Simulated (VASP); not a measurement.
# YMgC4N4: single point with PBE

Crystal: YMgC4N4.

```
CELL_PARAMETERS angstrom
6.18919 0.00000 0.00000
0.00000 6.18919 0.00000
0.00000 0.00000 6.18919
ATOMIC_POSITIONS crystal
Y 0.50000 0.50000 0.50000
Mg 0.00000 0.00000 0.00000
C 0.18470 0.18470 0.18470
C 0.18470 0.81530 0.81530
C 0.81530 0.18470 0.81530
C 0.81530 0.81530 0.18470
N 0.29384 0.29384 0.29384
N 0.29384 0.70616 0.70616
N 0.70616 0.29384 0.70616
N 0.70616 0.70616 0.29384
```

```
Program                : VASP 6.6.1
Task                   : single point
Functional             : PBE
Potentials or basis    : VASP PAW PBE potentials, release 64 (Y_sv, Mg, C, N)
Cutoff                 : 520 eV
k mesh                 : 4 × 4 × 4
Occupations            : gaussian, width 0.1 eV
Spin                   : no spin polarisation
Dipole correction      : no
Further INCAR settings : ALGO = Normal; EDIFF = 1e-06; NBANDS = 36
```

The pressure is 6.7 GPa. The largest force is 0.768 eV/Å.

Forces in eV/Å, atoms in the order of the input:
```
Y    0.000  0.000  0.000
Mg   0.000  0.000  0.000
C    0.443  0.443  0.443
C    0.443 -0.443 -0.443
C   -0.443  0.443 -0.443
C   -0.443 -0.443  0.443
N    0.437  0.437  0.437
N    0.437 -0.437 -0.437
N   -0.437  0.437 -0.437
N   -0.437 -0.437  0.437
```

Levels at points of the mesh, in eV from the Fermi level:
```
           k point  band 21  band 22  band 23  band 24  band 25  band 26  band 27  band 28
(0.00, 0.00, 0.00)    -6.05    -5.54    -5.54    -5.54     0.01     0.01     0.10     0.10
(0.50, 0.00, 0.00)    -6.08    -5.73    -5.65    -5.65    -0.10     0.60     0.60     0.63
(0.50, 0.50, 0.00)    -6.06    -5.80    -5.65    -5.65    -0.06     0.58     0.65     1.15
(0.50, 0.50, 0.50)    -5.95    -5.63    -5.63    -5.63     0.02     0.02     0.72     0.72
```

It took 80 s on 1 thread of Intel(R) Xeon(R) 6975P-C (Granite Rapids) (shared host), peak memory 0.38 GiB.
